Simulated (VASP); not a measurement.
# Ti (Fm-3m) in VASP: a series of runs

The runs below take Ti through relaxation of cell and atoms, with PBE.

Everything below comes from runs of VASP 6.6.1. Logs are shortened: lines on timing, memory, paths and dates and some standing lists are left out, and cuts for length are marked.

## (1) The cell of the first run

It takes space group Fm-3m (No. 225, cubic). Conventional cell: a = 3.451 Å, b = 3.451 Å, c = 3.451 Å, α = 90.00°, β = 90.00°, γ = 90.00°. Ti (site symmetry m-3m) has 12 Ti at 2.44 Å within 3.2 Å.

## (2) Relaxation of cell and atoms, PBE, target pressure 130 GPa, at which the enthalpy is minimised

File INCAR:

```
SYSTEM = Ti
PREC     = Accurate       ! precision mode
ENCUT    = 600            ! plane-wave cutoff, eV
EDIFF    = 1E-7           ! SCF threshold, eV
ISMEAR   = -1             ! smearing method
SIGMA    = 0.1            ! smearing width, eV
LREAL    = .FALSE.        ! projectors in reciprocal space
LASPH    = .TRUE.         ! aspherical terms in the spheres
NELM     = 60             ! most SCF steps
ALGO     = Normal         ! electronic algorithm
ISIF     = 3              ! what is computed and relaxed
LWAVE    = .FALSE.        ! write WAVECAR
LCHARG   = .FALSE.        ! write CHGCAR
GGA      = PE             ! functional
IBRION   = 2              ! ionic algorithm
NSW      = 32             ! ionic steps
EDIFFG   = -0.005         ! ionic threshold
PSTRESS  = 1300.0
```

File KPOINTS:

```
regular mesh
0
G
  19 19 19
  0 0 0
```

File POSCAR:

```
Ti
1.0
    0.0000000000      1.7255432566      1.7255432566
    1.7255432566      0.0000000000      1.7255432566
    1.7255432566      1.7255432566      0.0000000000
Ti
1
Direct
    0.0000000000      0.0000000000      0.0000000000
```

Potentials or basis: VASP PAW PBE potentials, release 64 (Ti_sv).

Started as:

```sh
$ cat potpaw_PBE.64/Ti_sv/POTCAR > POTCAR
$ mpirun -np 1 vasp_std > vasp.out
```

OUTCAR:

```text
SYSTEM = Ti
   PREC = Accurate
   ENCUT = 600
   EDIFF = 1E-7
   ISMEAR = -1
   LREAL = .FALSE.
   LASPH = .TRUE.
   NELM = 60
   ISIF = 3
   GGA = PE
   IBRION = 2
   NSW = 32
   EDIFFG = -0.005
   PSTRESS = 1300.0

 ion  position               nearest neighbor table
   1  0.000  0.000  0.000-

  LATTYP: Found a face centered cubic cell.
 ALAT       =     3.4510865132

  Lattice vectors:

 A1 = (   0.0000000000,   1.7255432566,   1.7255432566)
 A2 = (   1.7255432566,   0.0000000000,   1.7255432566)
 A3 = (   1.7255432566,   1.7255432566,   0.0000000000)

Analysis of symmetry for initial positions (statically):
=====================================================================
 Subroutine PRICEL returns:
 Original cell was already a primitive cell.

 Routine SETGRP: Setting up the symmetry group for a
 face centered cubic supercell.

 Subroutine GETGRP returns: Found 48 space group operations
 (whereof 48 operations were pure point group operations)
 out of a pool of 48 trial point group operations.

The static configuration has the point symmetry O_h .

Analysis of symmetry for dynamics (positions and initial velocities):
=====================================================================
 Subroutine PRICEL returns:
 Original cell was already a primitive cell.

 Routine SETGRP: Setting up the symmetry group for a
 face centered cubic supercell.

 Subroutine GETGRP returns: Found 48 space group operations
 (whereof 48 operations were pure point group operations)
 out of a pool of 48 trial point group operations.

The dynamic configuration has the point symmetry O_h .

 Subroutine INISYM returns: Found 48 space group operations
 (whereof 48 operations are pure point group operations),
 and found     1 'primitive' translations

----------------------------------------------------------------------------------------

                                     Primitive cell

  volume of cell :      10.2756

  direct lattice vectors                    reciprocal lattice vectors
     0.000000000  1.725543257  1.725543257    -0.289763817  0.289763817  0.289763817
     1.725543257  0.000000000  1.725543257     0.289763817 -0.289763817  0.289763817
     1.725543257  1.725543257  0.000000000     0.289763817  0.289763817 -0.289763817

  length of vectors
     2.440286676  2.440286676  2.440286676     0.501885653  0.501885653  0.501885653

  position of ions in fractional coordinates (direct lattice)
     0.000000000  0.000000000  0.000000000

  ion indices of the primitive-cell ions
   primitive index   ion index
                 1           1

----------------------------------------------------------------------------------------

 KPOINTS: regular mesh

Automatic generation of k-mesh.
 Grid dimensions read from file:
 generate k-points for:   19   19   19

 Generating k-lattice:

  Cartesian coordinates                     Fractional coordinates (reciprocal lattice)
    -0.015250727  0.015250727  0.015250727     0.052631579  0.000000000  0.000000000
     0.015250727 -0.015250727  0.015250727     0.000000000  0.052631579  0.000000000
     0.015250727  0.015250727 -0.015250727     0.000000000  0.000000000  0.052631579

  Length of vectors
     0.026415034  0.026415034  0.026415034

  Shift w.r.t. Gamma in fractional coordinates (k-lattice)
     0.000000000  0.000000000  0.000000000

 Subroutine IBZKPT returns following result:
 ===========================================

 Found    220 irreducible k-points:

 Following reciprocal coordinates:
            Coordinates               Weight
  0.000000  0.000000  0.000000      1.000000
  0.052632  0.000000  0.000000      8.000000
  0.105263  0.000000  0.000000      8.000000
  0.157895  0.000000  0.000000      8.000000
  0.210526  0.000000  0.000000      8.000000
  0.263158  0.000000  0.000000      8.000000
[... 16 lines left out ...]
 -0.315789  0.052632  0.000000     24.000000
 -0.263158  0.052632  0.000000     24.000000
 [... further k-points ...]
   k-points           NKPTS =    220   k-points in BZ     NKDIM =    220   number of bands    NBANDS=     10
   number of dos      NEDOS =    301   number of ions     NIONS =      1
   total plane-waves  NPLWV =   8000
   dimension x,y,z NGX =    20 NGY =   20 NGZ =   20
   dimension x,y,z NGXF=    40 NGYF=   40 NGZF=   40
   ions per type =               1
   NGX,Y,Z   is equivalent  to a cutoff of  13.63, 13.63, 13.63 a.u.
   NGXF,Y,Z  is equivalent  to a cutoff of  27.25, 27.25, 27.25 a.u.
 SYSTEM =  Ti
   PREC   = accura    normal or accurate (medium, high low for compatibility)
   ISTART =      0    job   : 0-new  1-cont  2-samecut
   ICHARG =      2    charge: 1-file 2-atom 10-const
   ISPIN  =      1    spin polarized calculation?
   LNONCOLLINEAR =      F non collinear calculations
   LSORBIT =      F    spin-orbit coupling
   LASPH  =      T    aspherical Exc in radial PAW
   ENCUT  =  600.0 eV  44.10 Ry    6.64 a.u.   4.87  4.87  4.87*2*pi/ulx,y,z
   NELM   =     60;   NELMIN=  2; NELMDL= -5     # of ELM steps
   EDIFF  = 0.1E-06   stopping-criterion for ELM
   LREAL  =      F    real-space projection
   EDIFFG = -.5E-02   stopping-criterion for IOM
   NSW    =     32    number of steps for IOM
   IBRION =      2    ionic relax: 0-MD 1-quasi-New 2-CG
   NFREE  =      1    steps in history (QN), initial steepest desc. (CG)
   ISIF   =      3    stress and relaxation
   ISYM   =      2    0-nonsym 1-usesym 2-fastsym
   POTIM  = 0.5000    time-step for ionic-motion
   TEBEG  =    0.0;   TEEND  =   0.0 temperature during run
   PSTRESS= 1300.0 pullay stress
   NELECT =      12.0000    total number of electrons
   NUPDOWN=      -1.0000    fix difference up-down
   EMIN   =  10.00;   EMAX   =-10.00  energy-range for DOS
   EFERMI =   0.00;   METHOD = LEGACY
   ISMEAR =    -1;   SIGMA  =   0.10  broadening in eV -4-tet -1-fermi 0-gaus
   EFERMI_NEDOS =   21; number of points for ismear=-14 and -15
   IALGO  =     38    algorithm
   IMIX   =      4    mixing-type and parameters
     AMIX     =   0.40;   BMIX     =  1.00
     AMIX_MAG =   1.60;   BMIX_MAG =  1.00
  volume/ion in A,a.u.               =      10.28        69.34
  Fermi-wavevector in a.u.,A,eV,Ry     =   1.723982  3.257854 40.438066  2.972114
  Thomas-Fermi vector in A             =   2.799756
   LORBIT       =      0    0 simple, 1 ext, 2 COOP (PROOUT), +10 PAW based schemes
   GGA     = PE    functional components
   LHFCALC =     F    Hartree Fock is set to
   AEXX    =    0.0000 exact exchange contribution
   IVDW    =     0    specifies the selected vdW correction
   LEPSILON=     F    determine dielectric tensor
   LRPA    =     F    only Hartree local field effects (RPA)
 conjugate gradient relaxation of ions
 non-spin polarized calculation
  energy-cutoff  :      600.00
  volume of cell :       10.28
 maximum number of plane-waves:       351
   NGX =  9   NGY =  9   NGZ =  9

--------------------------------------- Ionic step        1  -------------------------------------------

 number of electron      11.9999999 magnetization

 Free energy of the ion-electron system (eV)
  ---------------------------------------------------
  ext. energy  EPLUGINS =         0.00000000
  ---------------------------------------------------
  free energy    TOTEN  =        -5.82246329 eV

  energy without entropy =       -5.79529253  energy(sigma->0) =       -5.80887791

------------------------ aborting loop because EDIFF is reached ----------------------------------------

  FORCE on cell =-STRESS in cart. coord.  units (eV):
  Direction    XX          YY          ZZ          XY          YZ          ZX
  --------------------------------------------------------------------------------------
  -------------------------------------------------------------------------------------
  Total        8.2527000      8.2527000      8.2527000     -0.0000000      0.0000000      0.0000000
  in kB     1286.7645694   1286.7645694   1286.7645694     -0.0000000      0.0000000      0.0000000
  external PRESSURE =     -13.2354306 kB  Pullay stress =    1300.0000000 kB
[... 59 lines left out ...]
  enthalpy is  TOTEN    =         2.5162205949 eV   P V=        8.2355745781

--------------------------------------- Ionic step        3  -------------------------------------------

 number of electron      11.9999999 magnetization

 Free energy of the ion-electron system (eV)
  ---------------------------------------------------
  ext. energy  EPLUGINS =         0.00000000
  ---------------------------------------------------
  free energy    TOTEN  =        -5.79778589 eV

  energy without entropy =       -5.77073775  energy(sigma->0) =       -5.78426182

 E-fermi :  15.1641     XC(G=0): -14.2384

 val. band max:       15.1583914408   @ k =  -0.2632   0.1053   0.0000
 cond. band min:      15.1668710463   @ k =  -0.4211   0.3158   0.1579
 fundamental gap:      0.0084796055
 Fermi energy:        15.1640927027

 k-point     1 :       0.0000    0.0000    0.0000
  band No.  band energies     occupation
      1     -41.4109      2.00000
      2     -15.7156      2.00000
      3     -15.7156      2.00000
      4     -15.7156      2.00000
      5       8.6059      2.00000
      6      16.0364      0.00033
      7      16.0364      0.00033
      8      16.0364      0.00033
      9      19.2681      0.00000
     10      19.2681      0.00000
[... 287 lines left out ...]
 k-point    24 :      -0.2632    0.0526    0.0000
  band No.  band energies     occupation
      1     -40.8947      2.00000
      2     -17.6674      2.00000
      3     -16.0386      2.00000
      4     -15.9025      2.00000
      5      11.3540      2.00000
      6      15.3379      0.29912
      7      16.3256      0.00002
      8      16.4741      0.00000
      9      19.1869      0.00000
     10      20.2158      0.00000

 [... further k-points ...]
[... 5 lines left out ...]
  --------------------------------------------------------------------------------------
  -------------------------------------------------------------------------------------
  Total        8.3106056      8.3106056      8.3106056      0.0000000      0.0000000      0.0000000
  in kB     1299.6595855   1299.6595855   1299.6595855      0.0000000      0.0000000      0.0000000
  external PRESSURE =      -0.3404145 kB  Pullay stress =    1300.0000000 kB
[... 16 lines left out ...]
  FREE ENERGIE OF THE ION-ELECTRON SYSTEM (eV)
  ---------------------------------------------------
  free  energy   TOTEN  =        -5.7977858874 eV

  energy  without entropy=       -5.7707377467  energy(sigma->0) =       -5.78426182

  enthalpy is  TOTEN    =         2.5149964581 eV   P V=        8.3127823455

 reached required accuracy - stopping structural energy minimisation
```

It took 40 s on 1 thread of Intel Xeon 6975P-C (Granite Rapids), shared host; peak memory 0.15 GiB.

What came out:

```
Free energy                                            : -5.7978 eV
Relaxed volume                                         : 10.25 Å³/atom
Relaxed cell                                           : a = 2.438 Å, b = 2.438 Å, c = 2.438 Å, α = 60.00°, β = 60.00°, γ = 60.00°
Space group after relaxing (to 0.05 Å)                 : Fm-3m (No. 225)
Energy change on relaxing (the enthalpy is what falls) : +24.7 meV/atom
Ionic steps                                            : 3
Pressure after relaxing                                : 130.0 GPa
Band gap on the k mesh                                 : zero (band 6 reaches 16.04 eV, above the bottom of band 7 at 14.25 eV)
```

Step by step:
```csv
step,energy change (eV),largest force (eV/Å),pressure (GPa),volume (Å³)
1,0.0000,0.0000,128.68,10.28
2,0.1031,0.0000,134.14,10.15
3,0.0247,0.0000,129.97,10.25
```

Final structure:
```
CELL_PARAMETERS angstrom
0.00000 1.72383 1.72383
1.72383 0.00000 1.72383
1.72383 1.72383 0.00000
ATOMIC_POSITIONS crystal
Ti 0.00000 0.00000 0.00000
```

Levels at points of the mesh, in eV from the Fermi level:
```tsv
k point	band 3	band 4	band 5	band 6	band 7	band 8	band 9	band 10
(0.00, 0.00, 0.00)	-30.88	-30.88	-6.56	0.87	0.87	0.87	4.10	4.10
```

Caveat: the cell is relaxed towards a set pressure, so the enthalpy falls and the energy may rise.

[end of part 1 of 2]
